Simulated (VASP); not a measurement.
**In: single point with PBEsol**

In:

```xyz
3
Lattice="1.7024 0.9829 8.3684 -1.7024 0.9829 8.3684 0.0000 -1.9657 8.3684" Properties=species:S:1:pos:R:3 pbc="T T T"
In    0.0000    0.0000    5.5731
In    0.0000    0.0000   19.5322
In    0.0000    0.0000    0.0000
```

```yaml
Program: VASP 6.6.1
Task: single point
Functional: PBEsol
Potentials_or_basis: VASP PAW PBE potentials, release 64 (In_d)
Cutoff: 520 eV
k_mesh: 9 × 9 × 9
Occupations: fermi-dirac, width 0.05 eV
Spin: no spin polarisation
```

```
Pressure      : -3.1 GPa
Largest force : 0.040 eV/Å
```

Forces on the atoms (eV/Å):
```
In   0.000  0.000 -0.040
In   0.000  0.000  0.040
In   0.000  0.000  0.000
```

Stress tensor (GPa, compression positive):
```
-2.97  0.00  0.00
 0.00 -2.97  0.00
 0.00  0.00 -3.44
```

Levels at points of the mesh, in eV from the Fermi level:
| k point | band 15 | band 16 | band 17 | band 18 | band 19 | band 20 | band 21 | band 22 | band 23 | band 24 |
| --- | --- | --- | --- | --- | --- | --- | --- | --- | --- | --- |
| (0.00, 0.00, 0.00) | -14.24 | -9.10 | -6.78 | -6.76 | 0.45 | 0.47 | 8.32 | 8.32 | 8.39 | 8.39 |

Run time: 12 min on 1 thread of AMD EPYC 7R13 Processor (Zen 3) (shared host), peak memory 0.54 GiB.

Caveat: the PAW data sets were made with another functional, which shifts forces and pressure a little; spin-orbit coupling is left out, which moves the levels of the heavy elements.
